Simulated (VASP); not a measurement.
# GeSbTe3 (R3m) in VASP: a series of runs

Runs on GeSbTe3. Level: PBE. Tasks: single point.

Program: VASP 6.6.1. These are calculated values, not measurements. Logs are shortened: lines on timing, memory, paths and dates and some standing lists are left out, and cuts for length are marked.

## (1) The cell of the first run

Symmetry: R3m, No. 160, trigonal system. The conventional cell has a = 4.207 Å, b = 4.207 Å, c = 29.614 Å, α = 90.00°, β = 90.00°, γ = 120.00°. Within 3.8 Å of Ge (site symmetry 3m) lie 6 Te at 2.86 to 3.14 Å. Sb (site symmetry 3m) has 6 Te at 3.04 to 3.12 Å within 4.0 Å. Within 4.1 Å of Te (site symmetry 3m) lie 3 Sb at 3.12 Å and 3 Ge at 3.14 Å. Within 4.0 Å of Te (site symmetry 3m) lie 3 Sb at 3.04 Å and 3 Te at 3.55 Å. Te (site symmetry 3m) has 3 Ge at 2.86 Å and 3 Te at 3.55 Å within 3.8 Å.

## (2) Single point, PBE

INCAR

```
SYSTEM = GeSbTe3
PREC     = Accurate       ! precision mode
ENCUT    = 520            ! plane-wave cutoff, eV
EDIFF    = 1E-7           ! SCF threshold, eV
ISMEAR   = -1             ! smearing method
SIGMA    = 0.2585199978643553 ! smearing width, eV
LREAL    = .False.        ! projectors in reciprocal space
LASPH    = .True.         ! aspherical terms in the spheres
NELM     = 60             ! most SCF steps
ALGO     = Normal         ! electronic algorithm
ISIF     = 2              ! what is computed and relaxed
LWAVE    = .False.        ! write WAVECAR
LCHARG   = .False.        ! write CHGCAR
GGA      = PE             ! functional
NBANDS   = 26             ! bands
ISYM     = 0
```

KPOINTS

```
regular mesh
0
Gamma
  2 1 4
  0 0 0
```

POSCAR

```
GeSbTe3
1.0
    2.1034800504      1.2144447733      9.8714625907
   -2.1034800504      1.2144447733      9.8714625907
    0.0000000000     -2.4288895466      9.8714625907
Ge Sb Te
1 1 3
Direct
    0.5978230000      0.5978230000      0.5978230000
    0.3977000000      0.3977000000      0.3977000000
    0.9983600000      0.9983600000      0.9983600000
    0.7925750000      0.7925750000      0.7925750000
    0.2135430000      0.2135430000      0.2135430000
```

Potentials or basis: VASP PAW PBE potentials, release 64 (Ge_d, Sb, Te).

Launch:

```bash
cat potpaw_PBE.64/Ge_d/POTCAR potpaw_PBE.64/Sb/POTCAR potpaw_PBE.64/Te/POTCAR > POTCAR
mpirun -np 1 vasp_std > vasp.out
```

OUTCAR:

```text
SYSTEM = GeSbTe3
   PREC = Accurate
   ENCUT = 520
   EDIFF = 1E-7
   ISMEAR = -1
   LREAL = .False.
   LASPH = .True.
   NELM = 60
   ISIF = 2
   GGA = PE
   ISYM = 0

 ion  position               nearest neighbor table
   1  0.598  0.598  0.598-   5 2.86   5 2.86   5 2.86   3 3.14   3 3.14   3 3.14
   2  0.398  0.398  0.398-   4 3.04   4 3.04   4 3.04   3 3.12   3 3.12   3 3.12
   3  0.998  0.998  0.998-   2 3.12   2 3.12   2 3.12   1 3.14   1 3.14   1 3.14
   4  0.793  0.793  0.793-   2 3.04   2 3.04   2 3.04   5 3.55   5 3.55   5 3.55
   5  0.214  0.214  0.214-   1 2.86   1 2.86   1 2.86   4 3.55   4 3.55   4 3.55

IMPORTANT INFORMATION: All symmetrisations will be switched off!
NOSYMM: (Re-)initialisation of all symmetry stuff for point group C_1.

----------------------------------------------------------------------------------------

                                     Primitive cell

  volume of cell :     151.3035

  direct lattice vectors                    reciprocal lattice vectors
     2.103480050  1.214444773  9.871462591     0.237701327  0.137236925  0.033767370
    -2.103480050  1.214444773  9.871462591    -0.237701327  0.137236925  0.033767370
     0.000000000 -2.428889547  9.871462591     0.000000000 -0.274473851  0.033767370

  length of vectors
    10.165887965 10.165887965 10.165887965     0.276543179  0.276543179  0.276543179

  position of ions in fractional coordinates (direct lattice)
     0.597823000  0.597823000  0.597823000
     0.397700000  0.397700000  0.397700000
     0.998360000  0.998360000  0.998360000
     0.792575000  0.792575000  0.792575000
     0.213543000  0.213543000  0.213543000

  ion indices of the primitive-cell ions
   primitive index   ion index
                 1           1
                 2           2
                 3           3
                 4           4
                 5           5

----------------------------------------------------------------------------------------

 KPOINTS: regular mesh

Automatic generation of k-mesh.
 Grid dimensions read from file:
 generate k-points for:    2    1    4

 Generating k-lattice:

  Cartesian coordinates                     Fractional coordinates (reciprocal lattice)
     0.118850664  0.068618463  0.016883685     0.500000000 -0.000000000 -0.000000000
    -0.237701327  0.137236925  0.033767370    -0.000000000  1.000000000 -0.000000000
     0.000000000 -0.068618463  0.008441843    -0.000000000 -0.000000000  0.250000000

  Length of vectors
     0.138271590  0.276543179  0.069135795

  Shift w.r.t. Gamma in fractional coordinates (k-lattice)
     0.000000000  0.000000000  0.000000000

 -----------------------------------------------------------------------------
|                                                                             |
|           W    W    AA    RRRRR   N    N  II  N    N   GGGG   !!!           |
|           W    W   A  A   R    R  NN   N  II  NN   N  G    G  !!!           |
|           W    W  A    A  R    R  N N  N  II  N N  N  G       !!!           |
|           W WW W  AAAAAA  RRRRR   N  N N  II  N  N N  G  GGG   !            |
|           WW  WW  A    A  R   R   N   NN  II  N   NN  G    G                |
|           W    W  A    A  R    R  N    N  II  N    N   GGGG   !!!           |
|                                                                             |
|     Your reciprocal lattice and k-lattice belong to different lattice       |
|     classes:                                                                |
|                                                                             |
|        The reciprocal lattice is rhombohedral (trigonal),                   |
|        whereas your k-lattice is triclinic.                                 |
|                                                                             |
|     Results are often still useful ...                                      |
|                                                                             |
 -----------------------------------------------------------------------------

 WARNING: IBZKPT: internal override: KBLOWUP is changed to .FALSE.
      ... skipping the blow-up phase ...

 Subroutine IBZKPT returns following result:
 ===========================================

 Found      6 irreducible k-points:

 Following reciprocal coordinates:
            Coordinates               Weight
  0.000000  0.000000  0.000000      1.000000
  0.500000 -0.000000  0.000000      1.000000
  0.000000  0.000000  0.250000      2.000000
  0.500000  0.000000  0.250000      2.000000
  0.000000  0.000000  0.500000      1.000000
  0.500000  0.000000  0.500000      1.000000
   k-points           NKPTS =      6   k-points in BZ     NKDIM =      6   number of bands    NBANDS=     26
   number of dos      NEDOS =    301   number of ions     NIONS =      5
   total plane-waves  NPLWV = 512000
   dimension x,y,z NGX =    80 NGY =   80 NGZ =   80
   dimension x,y,z NGXF=   160 NGYF=  160 NGZF=  160
   ions per type =               1   1   3
   NGX,Y,Z   is equivalent  to a cutoff of  13.08, 13.08, 13.08 a.u.
   NGXF,Y,Z  is equivalent  to a cutoff of  26.17, 26.17, 26.17 a.u.
 SYSTEM =  GeSbTe3
   PREC   = accura    normal or accurate (medium, high low for compatibility)
   ISTART =      0    job   : 0-new  1-cont  2-samecut
   ICHARG =      2    charge: 1-file 2-atom 10-const
   ISPIN  =      1    spin polarized calculation?
   LNONCOLLINEAR =      F non collinear calculations
   LSORBIT =      F    spin-orbit coupling
   LASPH  =      T    aspherical Exc in radial PAW
   ENCUT  =  520.0 eV  38.22 Ry    6.18 a.u.  18.90 18.90 18.90*2*pi/ulx,y,z
   NELM   =     60;   NELMIN=  2; NELMDL= -5     # of ELM steps
   EDIFF  = 0.1E-06   stopping-criterion for ELM
   LREAL  =      F    real-space projection
   EDIFFG = 0.1E-05   stopping-criterion for IOM
   NSW    =      0    number of steps for IOM
   IBRION =     -1    ionic relax: 0-MD 1-quasi-New 2-CG
   NFREE  =      0    steps in history (QN), initial steepest desc. (CG)
   ISIF   =      2    stress and relaxation
   ISYM   =      0    0-nonsym 1-usesym 2-fastsym
   POTIM  = 0.5000    time-step for ionic-motion
   TEBEG  =    0.0;   TEEND  =   0.0 temperature during run
   PSTRESS=    0.0 pullay stress
   NELECT =      37.0000    total number of electrons
   NUPDOWN=      -1.0000    fix difference up-down
   EMIN   =  10.00;   EMAX   =-10.00  energy-range for DOS
   EFERMI =   0.00;   METHOD = LEGACY
   ISMEAR =    -1;   SIGMA  =   0.26  broadening in eV -4-tet -1-fermi 0-gaus
   EFERMI_NEDOS =   21; number of points for ismear=-14 and -15
   IALGO  =     38    algorithm
   IMIX   =      4    mixing-type and parameters
     AMIX     =   0.40;   BMIX     =  1.00
     AMIX_MAG =   1.60;   BMIX_MAG =  1.00
  volume/ion in A,a.u.               =      30.26       204.21
  Fermi-wavevector in a.u.,A,eV,Ry     =   1.023747  1.934600 14.259680  1.048057
  Thomas-Fermi vector in A             =   2.157497
   LORBIT       =      0    0 simple, 1 ext, 2 COOP (PROOUT), +10 PAW based schemes
   GGA     = PE    functional components
   LHFCALC =     F    Hartree Fock is set to
   AEXX    =    0.0000 exact exchange contribution
   IVDW    =     0    specifies the selected vdW correction
   LEPSILON=     F    determine dielectric tensor
   LRPA    =     F    only Hartree local field effects (RPA)
 non-spin polarized calculation
  energy-cutoff  :      520.00
  volume of cell :      151.30
 maximum number of plane-waves:      4092
 NGX is ok and might be reduce to    80
   NGX = 37   NGY = 37   NGZ = 37

 number of electron      37.0000003 magnetization

 Free energy of the ion-electron system (eV)
  ---------------------------------------------------
  ext. energy  EPLUGINS =         0.00000000
  ---------------------------------------------------
  free energy    TOTEN  =       -18.13868715 eV

  energy without entropy =      -17.64552067  energy(sigma->0) =      -17.89210391

 E-fermi :   6.1024     XC(G=0):  -9.4440

 val. band max:        5.6153394165   @ k =   0.5000   0.0000   0.2500
 cond. band min:       6.1240559285   @ k =   0.0000   0.0000   0.5000
 fundamental gap:      0.5087165120
 Fermi energy:         6.1024354272

 k-point     1 :       0.0000    0.0000    0.0000
  band No.  band energies     occupation
      1     -18.6113      2.00000
      2     -18.6084      2.00000
      3     -18.6042      2.00000
      4     -18.5944      2.00000
      5     -18.5902      2.00000
      6      -6.8558      2.00000
[... 18 lines left out ...]
     25       8.7925      0.00006
     26      10.9447      0.00000

 k-point     2 :       0.5000   -0.0000    0.0000
  band No.  band energies     occupation
      1     -18.6112      2.00000
      2     -18.6093      2.00000
      3     -18.6050      2.00000
      4     -18.5936      2.00000
      5     -18.5882      2.00000
      6      -5.0683      2.00000
[... 18 lines left out ...]
     25      10.3555      0.00000
     26      10.4088      0.00000

 k-point     3 :       0.0000    0.0000    0.2500
  band No.  band energies     occupation
      1     -18.6118      2.00000
      2     -18.6084      2.00000
      3     -18.6039      2.00000
      4     -18.5945      2.00000
      5     -18.5892      2.00000
      6      -6.2834      2.00000
[... 18 lines left out ...]
     25      10.0280      0.00000
     26      10.6812      0.00000

 k-point     4 :       0.5000    0.0000    0.2500
  band No.  band energies     occupation
      1     -18.6119      2.00000
      2     -18.6093      2.00000
      3     -18.6045      2.00000
      4     -18.5925      2.00000
      5     -18.5892      2.00000
      6      -5.2689      2.00000
[... 18 lines left out ...]
     25      10.8859      0.00000
     26      11.2142      0.00000

 k-point     5 :       0.0000    0.0000    0.5000
  band No.  band energies     occupation
      1     -18.6128      2.00000
      2     -18.6081      2.00000
      3     -18.6036      2.00000
      4     -18.5947      2.00000
      5     -18.5881      2.00000
      6      -5.0674      2.00000
[... 18 lines left out ...]
     25      10.3534      0.00000
     26      10.4151      0.00000

 k-point     6 :       0.5000    0.0000    0.5000
  band No.  band energies     occupation
      1     -18.6131      2.00000
      2     -18.6088      2.00000
      3     -18.6041      2.00000
      4     -18.5911      2.00000
      5     -18.5902      2.00000
      6      -5.0797      2.00000
[... 18 lines left out ...]
     25       9.7122      0.00000
     26      11.8687      0.00000

------------------------ aborting loop because EDIFF is reached ----------------------------------------

  FORCE on cell =-STRESS in cart. coord.  units (eV):
  Direction    XX          YY          ZZ          XY          YZ          ZX
  --------------------------------------------------------------------------------------
  -------------------------------------------------------------------------------------
  Total        4.4463241      0.7975042     -0.5012647      0.6188214      0.9270561      0.4419942
  in kB       47.0828540      8.4449026     -5.3079734      6.5528013      9.8167483      4.6803488
  external PRESSURE =      16.7399277 kB  Pullay stress =       0.0000000 kB

 VOLUME and BASIS-vectors are now :
 -----------------------------------------------------------------------------
  energy-cutoff  :      520.00
  volume of cell :      151.30
      direct lattice vectors                 reciprocal lattice vectors
     2.103480050  1.214444773  9.871462591     0.237701327  0.137236925  0.033767370
    -2.103480050  1.214444773  9.871462591    -0.237701327  0.137236925  0.033767370
     0.000000000 -2.428889547  9.871462591     0.000000000 -0.274473851  0.033767370

 POSITION                                       TOTAL-FORCE (eV/Angst)
 -----------------------------------------------------------------------------------
      0.00000      0.00000     17.70416        -0.066329      0.191036     -0.205859
      0.00000      0.00000     11.77764         0.041245     -0.073365      0.073367
      0.00000      0.00000     29.56582         0.020750     -0.072909      0.159656
      0.00000      0.00000     23.47162        -0.070891      0.192767     -0.442135
      0.00000      0.00000      6.32395         0.075225     -0.237529      0.414970
 -----------------------------------------------------------------------------------
    total drift:                                0.000005     -0.000024      0.000242

  FREE ENERGIE OF THE ION-ELECTRON SYSTEM (eV)
  ---------------------------------------------------
  free  energy   TOTEN  =       -18.1386871471 eV

  energy  without entropy=      -17.6455206697  energy(sigma->0) =      -17.89210391
```

Run time: 92 s. Hardware: 1 thread of Intel Xeon 6975P-C (Granite Rapids), shared host; peak memory 0.87 GiB.

What came out:

* Free energy: -18.1387 eV
* Pressure: 1.7 GPa
* Largest force: 0.488 eV/Å

Forces in eV/Å, atoms in the order of the input:
```
Ge  -0.066  0.191 -0.206
Sb   0.041 -0.073  0.073
Te   0.021 -0.073  0.160
Te  -0.071  0.193 -0.442
Te   0.075 -0.238  0.415
```

Levels at points of the mesh, in eV from the Fermi level:
```tsv
k point	band 14	band 15	band 16	band 17	band 18	band 19	band 20	band 21	band 22	band 23
(0.00, 0.00, 0.00)	-1.37	-1.33	-1.31	-0.68	-0.66	0.58	0.96	0.98	1.10	2.58
(0.50, 0.00, 0.00)	-3.04	-2.85	-2.73	-2.34	-0.78	0.03	1.04	1.37	3.02	3.18
(0.00, 0.00, 0.50)	-3.04	-2.85	-2.73	-2.34	-0.77	0.02	1.05	1.37	3.02	3.18
(0.50, 0.00, 0.50)	-3.26	-2.16	-1.69	-1.44	-1.39	-0.61	1.12	1.83	2.29	3.06
```

Caveat: the k points lie up to 1.74 Å⁻¹ apart; spin-orbit coupling is left out, which moves the levels of the heavy elements.

## (3) Single point, PBE

INCAR

```
SYSTEM = GeSbTe3
  PREC = Accurate
  ENCUT = 520
  EDIFF = 1E-7
  ISMEAR = 0
  SIGMA = 0.1
  LREAL = .FALSE.
  LASPH = .TRUE.
  NELM = 100
  ALGO = Normal
  ISIF = 2
  LWAVE = .FALSE.
  LCHARG = .FALSE.
  GGA = PE
  NBANDS = 26
```

KPOINTS

```
regular mesh
0
G
  3 3 3
  0 0 0
```

POSCAR is that of step 2.

Potentials or basis: VASP PAW PBE potentials, release 64 (Ge_d, Sb, Te).

Launch:

```bash
cat potpaw_PBE.64/Ge_d/POTCAR potpaw_PBE.64/Sb/POTCAR potpaw_PBE.64/Te/POTCAR > POTCAR
mpirun -np 1 vasp_std > vasp.out
```

It took 89 s on 1 thread of Intel Xeon 6975P-C (Granite Rapids), shared host; peak memory 0.9 GiB.

It converged, with:

* Free energy: -18.3969 eV
* Pressure: 0.1 GPa
* Largest force: 0.291 eV/Å

Forces on the atoms (eV/Å):
```
Ge   0.000  0.000 -0.217
Sb   0.000  0.000  0.075
Te   0.000  0.000  0.142
Te   0.000  0.000 -0.291
Te   0.000  0.000  0.291
```

Stress tensor (GPa, compression positive):
```
 0.83  0.00  0.00
 0.00  0.83  0.00
 0.00  0.00 -1.44
```

Levels at points of the mesh, in eV from the Fermi level:
| k point | band 16 | band 17 | band 18 | band 19 | band 20 | band 21 |
| --- | --- | --- | --- | --- | --- | --- |
| (0.00, 0.00, 0.00) | -1.22 | -0.56 | -0.56 | 0.68 | 1.08 | 1.08 |

Caveat: the k points lie up to 0.58 Å⁻¹ apart; spin-orbit coupling is left out, which moves the levels of the heavy elements.
